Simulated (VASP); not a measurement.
Input of a VASP 6.6.1 run:

The input POSCAR:

```
SrAl2Br2
1.0
    2.2574510000      3.9100190000      0.0000000000
   -2.2574510000      3.9100190000      0.0000000000
    0.0000000000      0.0000000000      7.8426880000
Sr Br Al
1 2 2
Direct
    0.0000000000      0.0000000000      0.0000000000
    0.3333300000      0.3333400000      0.2684000000
    0.6666700000      0.6666600000      0.7316000000
    0.3333300000      0.3333400000      0.6383000000
    0.6666700000      0.6666600000      0.3617000000
```

File INCAR.step1:

```
ALGO     = Normal         # electronic algorithm
EDIFF    = 1E-4           # SCF threshold, eV
ENCUT    = 520            # plane-wave cutoff, eV
GGA      = PE             # functional
ISMEAR   = 0              # smearing method
ISYM     = 0            
LASPH    = T              # aspherical terms in the spheres
LCHARG   = F              # write CHGCAR
LREAL    = F              # projectors in reciprocal space
LWAVE    = T              # write WAVECAR
NBANDS   = 23             # bands
NELM     = 80             # most SCF steps
PREC     = Accurate       # precision mode
SIGMA    = 0.1049         # smearing width, eV
```

File INCAR.step2:

```
ALGO     = Normal         # electronic algorithm
EDIFF    = 1E-7           # SCF threshold, eV
ENCUT    = 520            # plane-wave cutoff, eV
ISIF     = 2              # what is computed and relaxed
ISMEAR   = 0              # smearing method
ISTART   = 1            
ISYM     = 0            
LASPH    = T              # aspherical terms in the spheres
LCHARG   = F              # write CHGCAR
LMIXTAU  = T            
LREAL    = F              # projectors in reciprocal space
LWAVE    = F              # write WAVECAR
METAGGA  = R2SCAN         # meta-GGA
NBANDS   = 23             # bands
NELM     = 80             # most SCF steps
PREC     = Accurate       # precision mode
SIGMA    = 0.1049         # smearing width, eV
```

KPOINTS

```
Automatic mesh
0
Gamma
  5 5 3
  0.5 0.5 0.5
```

Potentials or basis: VASP PAW PBE potentials, release 64 (Sr_sv, Br, Al).

The run is started by

```console
$ cat potpaw_PBE.64/Sr_sv/POTCAR potpaw_PBE.64/Br/POTCAR potpaw_PBE.64/Al/POTCAR > POTCAR
$ cp INCAR.step1 INCAR
$ mpirun -np 1 vasp_std > vasp.out
$ cp INCAR.step2 INCAR
$ mpirun -np 1 vasp_std > vasp.out
```

Predict the pressure.

7.0 GPa.

What does it give for the band gap on the k mesh?

Zero (bands 15 and 16 overlap by 1.18 eV).

Stress tensor (GPa, compression positive):
```
7.56 0.00 0.00
0.00 7.56 0.00
0.00 0.00 5.92
```

Caveat: the cell stands under pressure; the PAW data sets were made with another functional, which shifts forces and pressure a little.
